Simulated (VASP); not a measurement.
The system is Pb2O.

```xyz
6
Lattice="5.3800 0.0000 0.0000 0.0000 5.3800 0.0000 0.0000 0.0000 5.3800" Properties=species:S:1:pos:R:3 pbc="T T T"
Pb    1.3450    1.3450    1.3450
Pb    4.0350    4.0350    1.3450
Pb    1.3450    4.0350    4.0350
Pb    4.0350    1.3450    4.0350
O     0.0000    0.0000    0.0000
O     2.6900    2.6900    2.6900
```

| Item | Value |
| --- | --- |
| Program | VASP 6.6.1 |
| Task | relaxation of cell and atoms |
| Functional | LDA |
| Potentials or basis | VASP PAW LDA potentials, release 64 (Pb_d, O) |
| Cutoff | 600 eV |
| k mesh | 6 × 6 × 6 |
| Occupations | fermi-dirac, width 0.1 eV |
| Spin | no spin polarisation |

At the start: pressure -1.8 GPa; volume 25.95 Å³/atom.

**Question.** Where does the relaxation end?

**Answer.** Over 3 steps the energy falls by 4.5 meV/atom and the volume is 25.16 Å³/atom (-3.1 %); space group Pn-3m (No. 224, to 0.05 Å).

The path:
```
step  energy change (eV)  largest force (eV/Å)  pressure (GPa)  volume (Å³)
   1              0.0000                0.0000           -1.75       155.72
   2             -0.0238                0.0000            0.62       149.41
   3             -0.0268                0.0000            0.00       150.95
```

Final structure:
```
Pb O
1.0
     5.32443    0.00000    0.00000
     0.00000    5.32443    0.00000
     0.00000    0.00000    5.32443
Pb O
4 2
Direct
  0.25000 0.25000 0.25000
  0.75000 0.75000 0.25000
  0.25000 0.75000 0.75000
  0.75000 0.25000 0.75000
  0.00000 0.00000 0.00000
  0.50000 0.50000 0.50000
```
